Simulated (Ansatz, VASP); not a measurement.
**BeTe in VASP and in Ansatz**

INCAR

```
PREC = Accurate
ENCUT = 600
EDIFF = 1E-6
ISMEAR = 0
SIGMA = 0.05
LREAL = F
LASPH = T
NELM = 120
ALGO = Normal
ISIF = 2
LWAVE = F
LCHARG = T
GGA = PE
IVDW = 12
LELF = T
LVHAR = T
NBANDS = 11
GGA_COMPAT = F
```

File KPOINTS:

```
Automatic mesh
0
Gamma
  8 8 8
```

File POSCAR:

```
BeTe
1.0
    0.0000000000      2.7529016172      2.7529016172
    2.7529016172      0.0000000000      2.7529016172
    2.7529016172      2.7529016172      0.0000000000
Be Te
1 1
Direct
    0.0000000000      0.0000000000      0.0000000000
    0.7500000000      0.7500000000      0.7500000000
```

Input for Ansatz:

```yaml
crystal:
  lattice:
    - [0.0, 2.7529016172, 2.7529016172]
    - [2.7529016172, 0.0, 2.7529016172]
    - [2.7529016172, 2.7529016172, 0.0]
  atoms:
    - { symbol: Be, position: [0.0, 0.0, 0.0] }
    - { symbol: Te, position: [0.75, 0.75, 0.75] }
basis:
  ecutwfc: 420
  ecutrho_ratio: 4
kpoints:
  mp_grid: { grid: [8, 8, 8] }
hamiltonian:
  xc: pbe
  dispersion: d3bj
scf:
  occupations: { method: gaussian, width: 0.05 }
output:
  forces: true
  stress: true
  eigenvalues: true
```

Alike in both runs: task single point; functional PBE; dispersion D3(BJ); k mesh 8 × 8 × 8; occupations gaussian, width 0.05 eV; no spin polarisation.

|  | VASP | Ansatz |
| --- | --- | --- |
| version | VASP 6.6.1 | Ansatz 0.2.0 |
| potentials or method | VASP PAW PBE potentials, release 64 (Be, Te), cutoff 600 eV | scalar-relativistic, plane waves, PAW |
| valence electrons in the cell | 8 | 18 |

```tsv
	VASP	Ansatz	Ansatz less VASP
gap on the k mesh at the Fermi level (eV)	1.80	1.81	+0.018
least direct gap on the mesh (eV)	3.54	3.57	+0.023
pressure (GPa)	2.9	2.7	-0.20
```

VASP's potentials hold 8 valence electrons a cell and Ansatz's 18, so a difference there can come from the potentials and not from the codes.

Spin-orbit coupling is off throughout.
